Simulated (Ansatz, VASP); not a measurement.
**BP: VASP beside Ansatz**

INCAR

```
SYSTEM = BP
PREC = Accurate
ENCUT = 600
EDIFF = 1E-7
ISMEAR = -1
SIGMA = 0.05
LREAL = .FALSE.
LASPH = .TRUE.
NELM = 60
ALGO = Normal
ISIF = 3
LWAVE = .FALSE.
LCHARG = .FALSE.
IBRION = 2
NSW = 100
EDIFFG = -0.002
```

KPOINTS

```
regular mesh
0
G
  12 12 12
  0 0 0
```

POSCAR

```
BP
1.0
    0.0000000000      2.2690000000      2.2690000000
    2.2690000000      0.0000000000      2.2690000000
    2.2690000000      2.2690000000      0.0000000000
B P
1 1
Direct
    0.0000000000      0.0000000000      0.0000000000
    0.7500000000      0.7500000000      0.7500000000
```

Input for Ansatz:

```yaml
crystal:
  lattice:
    - [0.0, 2.269, 2.269]
    - [2.269, 0.0, 2.269]
    - [2.269, 2.269, 0.0]
  atoms:
    - { symbol: B, position: [0.0, 0.0, 0.0] }
    - { symbol: P, position: [0.75, 0.75, 0.75] }
kpoints:
  mp_grid: { grid: [12, 12, 12] }
scf:
  occupations: { method: fermi_dirac, width: 0.05 }
hamiltonian:
  xc: lda
  pseudopotentials: { kind: paw }
relax:
  f_tol: 0.002
  max_steps: 80
  cell: {}
output:
  forces: true
  stress: true
```

Alike in both runs: task relaxation of cell and atoms; functional LDA; k mesh 12 × 12 × 12; occupations fermi-dirac, width 0.05 eV; no spin polarisation.

|  | VASP | Ansatz |
| --- | --- | --- |
| version | VASP 6.6.1 | Ansatz 0.2.0 |
| potentials or method | VASP PAW LDA potentials, release 64 (B, P) | PAW with Ansatz's default frozen-core files, scalar-relativistic |
| plane-wave cutoff (eV) | 600 | 420 |
| valence electrons in the cell | 8 | 8 |

|  | VASP | Ansatz | Ansatz less VASP |
| --- | --- | --- | --- |
| relaxed volume (Å³/atom) | 11.31 | 11.32 | +0.008 |
| relaxed cell length with the largest relative difference (Å) | 3.175 | 3.175 | +0.0007 |

LDA's correlation is that of Perdew and Zunger in VASP and of Perdew and Wang (1992) in Ansatz.
